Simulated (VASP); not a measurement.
# GaCuSe2 (I-42d) in VASP: notebook

GaCuSe2 is run at these levels: PBEsol; tasks: single point.

All numbers are computed with VASP 6.6.1; they aren't measurements. Logs are shortened: lines on timing, memory, paths and dates and some standing lists are left out, and cuts for length are marked.

**Measured values to compare with.**

“Growth and anisotropy of transport properties of CuGaSe2 single crystals”, 2018, pmc:6251020 reports, for a bulk crystal of GaCuSe2: band gap 1.72 eV; band gap 1.7 eV.

How close the calculation comes is told below.

## Step 1: The cell of the first run

The structure is tetragonal, space group I-42d (No. 122). Conventional cell: a = 5.570 Å, b = 5.570 Å, c = 11.075 Å, α = 90.00°, β = 90.00°, γ = 90.00°. Within 3.1 Å of Se (site symmetry 2) lie 2 Cu at 2.38 Å and 2 Ga at 2.43 Å. Ga (site symmetry -4) has 4 Se at 2.43 Å within 3.2 Å. Within 3.1 Å of Cu (site symmetry -4) lie 4 Se at 2.38 Å.

## Step 2: Single point, PBEsol

The input, INCAR:

```
ALGO     = Normal         # electronic algorithm
EDIFF    = 1E-6           # SCF threshold, eV
ENCUT    = 520            # plane-wave cutoff, eV
GGA      = PS             # functional
ISIF     = 2              # what is computed and relaxed
ISMEAR   = -1             # smearing method
LASPH    = True           # aspherical terms in the spheres
LCHARG   = True           # write CHGCAR
LELF     = True           # ELF
LREAL    = False          # projectors in reciprocal space
LVHAR    = True         
LWAVE    = False          # write WAVECAR
NBANDS   = 46             # bands
NELM     = 100            # most SCF steps
PREC     = Accurate       # precision mode
SIGMA    = 0.05           # smearing width, eV
```

The input, KPOINTS:

```
k-points
0
Gamma
  7 7 7
```

The input, POSCAR:

```
GaCuSe2
1.0
   -2.7849395745      2.7849395745      5.5372763351
    2.7849395745     -2.7849395745      5.5372763351
    2.7849395745      2.7849395745     -5.5372763351
Se Ga Cu
4 2 2
Direct
    0.1167862822      0.6250000000     -0.0082137178
    0.8750000000      0.8832137178      0.5082137178
    0.6332137178      0.1250000000      1.0082137178
    0.3750000000      0.3667862822      0.4917862822
    0.2500000000      0.7500000000      0.5000000000
    0.5000000000      0.5000000000      0.0000000000
    0.7500000000      0.2500000000      0.5000000000
    0.0000000000      0.0000000000      0.0000000000
```

Potentials or basis: VASP PAW PBE potentials, release 64 (Se, Ga_d, Cu).

Started as:

```console
$ cat potpaw_PBE.64/Se/POTCAR potpaw_PBE.64/Ga_d/POTCAR potpaw_PBE.64/Cu/POTCAR > POTCAR
$ mpirun -np 1 vasp_std > vasp.out
```

OUTCAR:

```text
EDIFF = 1E-6
   ENCUT = 520
   GGA = PS
   ISIF = 2
   ISMEAR = -1
   LASPH = True
   LREAL = False
   NELM = 100
   PREC = Accurate

 ion  position               nearest neighbor table
   1  0.117  0.625  0.992-   7 2.38   8 2.38   5 2.43   6 2.43
   2  0.875  0.883  0.508-   7 2.38   8 2.38   5 2.43   6 2.43
   3  0.633  0.125  0.008-   7 2.38   8 2.38   6 2.43   5 2.43
   4  0.375  0.367  0.492-   7 2.38   8 2.38   6 2.43   5 2.43
   5  0.250  0.750  0.500-   3 2.43   2 2.43   4 2.43   1 2.43
   6  0.500  0.500  0.000-   2 2.43   1 2.43   3 2.43   4 2.43
   7  0.750  0.250  0.500-   1 2.38   2 2.38   3 2.38   4 2.38
   8  0.000  0.000  0.000-   1 2.38   2 2.38   3 2.38   4 2.38

  LATTYP: Found a body centered tetragonal cell.
 ALAT       =     5.5698791490
 C/A-ratio  =     1.9882931701

  Lattice vectors:

 A1 = (  -2.7849395745,   2.7849395745,   5.5372763351)
 A2 = (   2.7849395745,  -2.7849395745,   5.5372763351)
 A3 = (   2.7849395745,   2.7849395745,  -5.5372763351)

Analysis of symmetry for initial positions (statically):
=====================================================================
 Subroutine PRICEL returns:
 Original cell was already a primitive cell.

 Routine SETGRP: Setting up the symmetry group for a
 body centered tetragonal supercell.

 Subroutine GETGRP returns: Found  8 space group operations
 (whereof  4 operations were pure point group operations)
 out of a pool of 16 trial point group operations.

The static configuration has the point symmetry S_4 .
 The point group associated with its full space group is D_2d.

Analysis of symmetry for dynamics (positions and initial velocities):
=====================================================================
 Subroutine PRICEL returns:
 Original cell was already a primitive cell.

 Routine SETGRP: Setting up the symmetry group for a
 body centered tetragonal supercell.

 Subroutine GETGRP returns: Found  8 space group operations
 (whereof  4 operations were pure point group operations)
 out of a pool of 16 trial point group operations.

The dynamic configuration has the point symmetry S_4 .
 The point group associated with its full space group is D_2d.

 Subroutine INISYM returns: Found  8 space group operations
 (whereof  4 operations are pure point group operations),
 and found     1 'primitive' translations

----------------------------------------------------------------------------------------

                                     Primitive cell

  volume of cell :     171.7860

  direct lattice vectors                    reciprocal lattice vectors
    -2.784939575  2.784939575  5.537276335     0.000000000  0.179537109  0.090297101
     2.784939575 -2.784939575  5.537276335     0.179537109  0.000000000  0.090297101
     2.784939575  2.784939575 -5.537276335     0.179537109  0.179537109  0.000000000

  length of vectors
     6.795086907  6.795086907  6.795086907     0.200965519  0.200965519  0.253903815

  position of ions in fractional coordinates (direct lattice)
     0.116786282  0.625000000  0.991786282
     0.875000000  0.883213718  0.508213718
     0.633213718  0.125000000  0.008213718
     0.375000000  0.366786282  0.491786282
     0.250000000  0.750000000  0.500000000
     0.500000000  0.500000000  0.000000000
     0.750000000  0.250000000  0.500000000
     0.000000000  0.000000000  0.000000000

  ion indices of the primitive-cell ions
   primitive index   ion index
                 1           1
                 2           2
                 3           3
                 4           4
                 5           5
                 6           6
                 7           7
                 8           8

----------------------------------------------------------------------------------------

 KPOINTS: k-points

Automatic generation of k-mesh.
 Grid dimensions read from file:
 generate k-points for:    7    7    7

 Generating k-lattice:

  Cartesian coordinates                     Fractional coordinates (reciprocal lattice)
     0.000000000  0.025648158  0.012899586     0.142857143 -0.000000000  0.000000000
     0.025648158  0.000000000  0.012899586    -0.000000000  0.142857143  0.000000000
     0.025648158  0.025648158  0.000000000     0.000000000  0.000000000  0.142857143

  Length of vectors
     0.028709360  0.028709360  0.036271974

  Shift w.r.t. Gamma in fractional coordinates (k-lattice)
     0.000000000  0.000000000  0.000000000

 Subroutine IBZKPT returns following result:
 ===========================================

 Found     40 irreducible k-points:

 Following reciprocal coordinates:
            Coordinates               Weight
  0.000000  0.000000  0.000000      1.000000
  0.142857  0.000000 -0.000000      8.000000
  0.285714 -0.000000  0.000000      8.000000
  0.428571  0.000000 -0.000000      8.000000
  0.142857  0.142857 -0.000000      8.000000
  0.285714  0.142857 -0.000000     16.000000
[... 16 lines left out ...]
 -0.142857  0.285714  0.142857      8.000000
 -0.428571  0.428571  0.142857      8.000000
 [... further k-points ...]
   k-points           NKPTS =     40   k-points in BZ     NKDIM =     40   number of bands    NBANDS=     46
   number of dos      NEDOS =    301   number of ions     NIONS =      8
   total plane-waves  NPLWV = 157464
   dimension x,y,z NGX =    54 NGY =   54 NGZ =   54
   dimension x,y,z NGXF=   108 NGYF=  108 NGZF=  108
   ions per type =               4   2   2
   NGX,Y,Z   is equivalent  to a cutoff of  13.21, 13.21, 13.21 a.u.
   NGXF,Y,Z  is equivalent  to a cutoff of  26.42, 26.42, 26.42 a.u.
 SYSTEM =  unknown system
   PREC   = accura    normal or accurate (medium, high low for compatibility)
   ISTART =      0    job   : 0-new  1-cont  2-samecut
   ICHARG =      2    charge: 1-file 2-atom 10-const
   ISPIN  =      1    spin polarized calculation?
   LNONCOLLINEAR =      F non collinear calculations
   LSORBIT =      F    spin-orbit coupling
   LASPH  =      T    aspherical Exc in radial PAW
   ENCUT  =  520.0 eV  38.22 Ry    6.18 a.u.  12.63 12.63 12.63*2*pi/ulx,y,z
   NELM   =    100;   NELMIN=  2; NELMDL= -5     # of ELM steps
   EDIFF  = 0.1E-05   stopping-criterion for ELM
   LREAL  =      F    real-space projection
   EDIFFG = 0.1E-04   stopping-criterion for IOM
   NSW    =      0    number of steps for IOM
   IBRION =     -1    ionic relax: 0-MD 1-quasi-New 2-CG
   NFREE  =      0    steps in history (QN), initial steepest desc. (CG)
   ISIF   =      2    stress and relaxation
   ISYM   =      2    0-nonsym 1-usesym 2-fastsym
   POTIM  = 0.5000    time-step for ionic-motion
   TEBEG  =    0.0;   TEEND  =   0.0 temperature during run
   PSTRESS=    0.0 pullay stress
   NELECT =      72.0000    total number of electrons
   NUPDOWN=      -1.0000    fix difference up-down
   EMIN   =  10.00;   EMAX   =-10.00  energy-range for DOS
   EFERMI =   0.00;   METHOD = LEGACY
   ISMEAR =    -1;   SIGMA  =   0.05  broadening in eV -4-tet -1-fermi 0-gaus
   EFERMI_NEDOS =   21; number of points for ismear=-14 and -15
   IALGO  =     38    algorithm
   IMIX   =      4    mixing-type and parameters
     AMIX     =   0.40;   BMIX     =  1.00
     AMIX_MAG =   1.60;   BMIX_MAG =  1.00
  volume/ion in A,a.u.               =      21.47       144.91
  Fermi-wavevector in a.u.,A,eV,Ry     =   1.225151  2.315200 20.422289  1.500996
  Thomas-Fermi vector in A             =   2.360200
   LORBIT       =      0    0 simple, 1 ext, 2 COOP (PROOUT), +10 PAW based schemes
   GGA     = PS    functional components
   LHFCALC =     F    Hartree Fock is set to
   AEXX    =    0.0000 exact exchange contribution
   IVDW    =     0    specifies the selected vdW correction
   LEPSILON=     F    determine dielectric tensor
   LRPA    =     F    only Hartree local field effects (RPA)
 non-spin polarized calculation
  energy-cutoff  :      520.00
  volume of cell :      171.79
 maximum number of plane-waves:      4650
 NGX is ok and might be reduce to    54
   NGX = 25   NGY = 25   NGZ = 25

 number of electron      72.0000014 magnetization

 Free energy of the ion-electron system (eV)
  ---------------------------------------------------
  ext. energy  EPLUGINS =         0.00000000
  ---------------------------------------------------
  free energy    TOTEN  =       -34.40757149 eV

  energy without entropy =      -34.40691640  energy(sigma->0) =      -34.40724395

 E-fermi :   4.1562     XC(G=0):  -9.8988

 val. band max:        4.0490481372   @ k =   0.0000   0.0000   0.0000
 cond. band min:       4.1935600456   @ k =   0.0000   0.0000   0.0000
 fundamental gap:      0.1445119084
 Fermi energy:         4.1561698010

 k-point     1 :       0.0000    0.0000    0.0000
  band No.  band energies     occupation
      1     -11.4732      2.00000
      2     -11.4712      2.00000
      3     -11.4712      2.00000
      4     -11.3172      2.00000
      5     -11.3022      2.00000
      6     -11.3022      2.00000
[... 38 lines left out ...]
     45       8.9172      0.00000
     46       9.2123      0.00000

 k-point     2 :       0.1429    0.0000   -0.0000
  band No.  band energies     occupation
      1     -11.4766      2.00000
      2     -11.4729      2.00000
      3     -11.4681      2.00000
      4     -11.3233      2.00000
      5     -11.3089      2.00000
      6     -11.3012      2.00000
[... 38 lines left out ...]
     45       9.0449      0.00000
     46       9.4217      0.00000

 k-point     3 :       0.2857   -0.0000    0.0000
  band No.  band energies     occupation
      1     -11.4852      2.00000
      2     -11.4761      2.00000
      3     -11.4590      2.00000
      4     -11.3438      2.00000
      5     -11.3131      2.00000
      6     -11.2994      2.00000
[... 1018 lines left out ...]
     45       9.6878      0.00000
     46      10.0779      0.00000

 k-point    24 :      -0.4286    0.4286    0.1429
  band No.  band energies     occupation
      1     -11.4942      2.00000
      2     -11.4868      2.00000
      3     -11.4243      2.00000
      4     -11.3923      2.00000
      5     -11.3099      2.00000
      6     -11.3051      2.00000
[... 38 lines left out ...]
     45       9.5193      0.00000
     46       9.6141      0.00000

 [... further k-points ...]
[... 5 lines left out ...]
  --------------------------------------------------------------------------------------
  -------------------------------------------------------------------------------------
  Total        0.2173928      0.2173928      0.2163146      0.0000000      0.0000000      0.0000000
  in kB        2.0275329      2.0275329      2.0174778      0.0000000      0.0000000      0.0000000
  external PRESSURE =       2.0241812 kB  Pullay stress =       0.0000000 kB

 VOLUME and BASIS-vectors are now :
 -----------------------------------------------------------------------------
  energy-cutoff  :      520.00
  volume of cell :      171.79
      direct lattice vectors                 reciprocal lattice vectors
    -2.784939575  2.784939575  5.537276335     0.000000000  0.179537109  0.090297101
     2.784939575 -2.784939575  5.537276335     0.179537109  0.000000000  0.090297101
     2.784939575  2.784939575 -5.537276335     0.179537109  0.179537109  0.000000000

 POSITION                                       TOTAL-FORCE (eV/Angst)
 -----------------------------------------------------------------------------------
      4.17741      1.34672     -1.38432         0.000000      0.024833     -0.000000
      1.43822      1.39247      6.92160        -0.024833      0.000000     -0.000000
     -1.39247      1.43822      4.15296         0.000000     -0.024833     -0.000000
      1.34672      1.39247      1.38432         0.024833      0.000000     -0.000000
      2.78494      0.00000      2.76864         0.000000      0.000000      0.000000
      0.00000      0.00000      5.53728         0.000000      0.000000     -0.000000
      0.00000      2.78494      2.76864         0.000000      0.000000     -0.000000
      0.00000      0.00000      0.00000         0.000000      0.000000      0.000000
 -----------------------------------------------------------------------------------
    total drift:                                0.000003      0.000003      0.000002

  FREE ENERGIE OF THE ION-ELECTRON SYSTEM (eV)
  ---------------------------------------------------
  free  energy   TOTEN  =       -34.4075714923 eV

  energy  without entropy=      -34.4069163985  energy(sigma->0) =      -34.40724395
```

Run time: 13 min. Hardware: 1 thread of Oxide Virtual Turin-like, shared host; peak memory 0.53 GiB.

What came out:

```yaml
Free_energy: -34.4076 eV
Pressure: 0.2 GPa
Largest_force: 0.025 eV/Å
Band_gap_on_the_k_mesh: 0.14 eV, direct
```

Forces on the atoms (eV/Å):
```
Se   0.000  0.025  0.000
Se  -0.025  0.000  0.000
Se   0.000 -0.025  0.000
Se   0.025  0.000  0.000
Ga   0.000  0.000  0.000
Ga   0.000  0.000  0.000
Cu   0.000  0.000  0.000
Cu   0.000  0.000  0.000
```

Caveat: the PAW data sets were made with another functional, which shifts forces and pressure a little.

## Step 3: Single point, PBEsol

This run uses another cell than the first one, of 21.76 Å³/atom, 1.013 times its volume.

The input, INCAR:

```
ALGO     = Normal         # electronic algorithm
EDIFF    = 1E-7           # SCF threshold, eV
ENCUT    = 520            # plane-wave cutoff, eV
GGA      = PS             # functional
ISIF     = 2              # what is computed and relaxed
ISMEAR   = -1             # smearing method
LASPH    = True           # aspherical terms in the spheres
LCHARG   = False          # write CHGCAR
LREAL    = False          # projectors in reciprocal space
LWAVE    = False          # write WAVECAR
NBANDS   = 46             # bands
NELM     = 80             # most SCF steps
PREC     = Accurate       # precision mode
SIGMA    = 0.05           # smearing width, eV
```

KPOINTS is that of step 2.

The input, POSCAR:

```
GaCuSe2
1.0
   -2.8095500000      2.8095500000      5.5130000000
    2.8095500000     -2.8095500000      5.5130000000
    2.8095500000      2.8095500000     -5.5130000000
Se Ga Cu
4 2 2
Direct
    0.1256200000      0.6250000000      0.0006200000
    0.8750000000      0.8743800000      0.4993800000
    0.6243800000      0.1250000000      0.9993800000
    0.3750000000      0.3756200000      0.5006200000
    0.2500000000      0.7500000000      0.5000000000
    0.5000000000      0.5000000000      0.0000000000
    0.7500000000      0.2500000000      0.5000000000
    0.0000000000      0.0000000000      0.0000000000
```

Potentials or basis: VASP PAW PBE potentials, release 64 (Se, Ga_d, Cu).

Started as:

```console
$ cat potpaw_PBE.64/Se/POTCAR potpaw_PBE.64/Ga_d/POTCAR potpaw_PBE.64/Cu/POTCAR > POTCAR
$ mpirun -np 1 vasp_std > vasp.out
```

It took 21 min on 1 thread of Oxide Virtual Turin-like, shared host; peak memory 0.54 GiB.

The run converged. Its results:

* Free energy: -34.3655 eV
* Pressure: -0.5 GPa
* Largest force: 0.412 eV/Å
* Band gap on the k mesh: 0.18 eV, direct

Forces in eV/Å, atoms in the order of the input:
```
Se   0.000 -0.412  0.000
Se   0.412  0.000  0.000
Se   0.000  0.412  0.000
Se  -0.412  0.000  0.000
Ga   0.000  0.000  0.000
Ga   0.000  0.000  0.000
Cu   0.000  0.000  0.000
Cu   0.000  0.000  0.000
```

Stress tensor (GPa, compression positive):
```
-0.56  0.00  0.00
 0.00 -0.56  0.00
 0.00  0.00 -0.33
```

Levels at points of the mesh, in eV from the valence-band top:
```csv
k point,band 33,band 34,band 35,band 36,band 37,band 38,band 39,band 40
"(0.00, 0.00, 0.00)",-1.57,-0.13,-0.13,0.00,0.18,1.82,2.24,3.96
```

Caveat: the PAW data sets were made with another functional, which shifts forces and pressure a little.

[end of part 1 of 2]
